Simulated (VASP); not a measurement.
Input of a VASP 6.6.1 run:

The input POSCAR:

```
Mn3Sb
1.0
    4.0347720000      0.0000000000      0.0000000000
    0.0000000000      4.0347720000      0.0000000000
    0.0000000000      0.0000000000      4.0347720000
Mn Sb
3 1
Direct
    0.0000000000      0.5000000000      0.5000000000
    0.5000000000      0.0000000000      0.5000000000
    0.5000000000      0.5000000000      0.0000000000
    0.0000000000      0.0000000000      0.0000000000
```

The input INCAR.step1:

```
SYSTEM = Mn3Sb
  PREC = Accurate
  ENCUT = 750
  ISMEAR = -5
  SIGMA = 0.1
  LREAL = .FALSE.
  LASPH = .TRUE.
  NELM = 120
  NBANDS = 38
  GGA = PE
  ALGO = Normal
  EDIFF = 1E-5
  LWAVE = .TRUE.
  LCHARG = .FALSE.
  GGA_COMPAT = .FALSE.
```

The input INCAR.step2:

```
SYSTEM = Mn3Sb
  PREC = Accurate
  ENCUT = 750
  EDIFF = 1E-6
  ISMEAR = -5
  SIGMA = 0.1
  LREAL = .FALSE.
  LASPH = .TRUE.
  NELM = 120
  ALGO = Normal
  ISIF = 2
  LWAVE = .FALSE.
  LCHARG = .FALSE.
  METAGGA = R2SCAN
  LMIXTAU = .TRUE.
  NBANDS = 38
  ISTART = 1
  GGA_COMPAT = .FALSE.
```

Contents of KPOINTS:

```
Automatic mesh
0
G
  5 5 5
  0 0 0
```

Potentials or basis: VASP PAW PBE potentials, release 64 (Mn_sv, Sb_d_GW).

Command:

```bash
$ cat potpaw_PBE.64/Mn_sv/POTCAR potpaw_PBE.64/Sb_d_GW/POTCAR > POTCAR
$ cp INCAR.step1 INCAR
$ mpirun -np 1 vasp_std > vasp.out
$ cp INCAR.step2 INCAR
$ mpirun -np 1 vasp_std > vasp.out
```

(1) Predict the band gap on the k mesh.

(2) Estimate the pressure.

Answers

(1) zero (bands 30 and 31 overlap by 0.27 eV).

(2) -30.8 GPa.

Caveat: the cell stands under tension; the PAW data sets were made with another functional, which shifts forces and pressure a little; spin-orbit coupling is left out, which moves the levels of the heavy elements; the run has no spin polarisation, though such a crystal can be magnetic; tetrahedron occupations give inexact forces and stress in metals.
